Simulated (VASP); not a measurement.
A run of VASP 6.6.1 is set up as follows.

Contents of INCAR:

```
  ALGO = Normal
  EDIFF = 1E-6
  ENCUT = 520
  GGA = PS
  ISIF = 2
  ISMEAR = -1
  LASPH = T
  LCHARG = T
  LELF = T
  LREAL = Auto
  LVHAR = T
  LWAVE = F
  NBANDS = 78
  NELM = 100
  PREC = Accurate
  SIGMA = 0.1034
```

File KPOINTS:

```
k-points
0
Gamma
  1 1 1
```

Contents of POSCAR:

```
RbBr
1.0
    0.0000000000      6.9570240000     -6.9570240000
   -6.9570240000      0.0000000000     -6.9570240000
   -6.9570240000      6.9570240000      0.0000000000
Rb Br
8 8
Direct
    0.4494252859      0.5816720627     -0.0417920795
   -0.0171633014      0.5078639228      0.0441538652
    0.5328424194      0.0552185101     -0.0199810292
    0.0579770172     -0.0264461500      0.0133113670
    0.5009338045      0.5740321580      0.5006581119
   -0.0072233472      0.5549302403      0.5202842480
    0.4722493411      0.1446263517      0.4046184116
   -0.0088061361      0.0534553999      0.4153828562
    0.7401594417      0.7718842137      0.2433307690
    0.2804340620      0.7780042875      0.2184452001
    0.7509335888      0.2909560180      0.2594753159
    0.2133776598      0.3149052670      0.2557920599
    0.7319010974      0.7030618983      0.7965442551
    0.2463697121      0.7448151681      0.7429165114
    0.8092067097      0.2605784456      0.7551656427
    0.3143941289      0.2031567665      0.7545833535
```

Potentials or basis: VASP PAW PBE potentials, release 64 (Rb_sv, Br).

Launch:

```console
$ cat potpaw_PBE.64/Rb_sv/POTCAR potpaw_PBE.64/Br/POTCAR > POTCAR
$ mpirun -np 1 vasp_gam > vasp.out
```

Estimate the largest force.

1.801 eV/Å.

Predict the pressure.

1.7 GPa.

Stress tensor (GPa, compression positive):
```
 0.92  0.10 -0.25
 0.10  3.04 -0.36
-0.25 -0.36  1.11
```

Caveat: the k points lie up to 0.78 Å⁻¹ apart; the atoms stand as in a frame of molecular dynamics; the PAW data sets were made with another functional, which shifts forces and pressure a little.
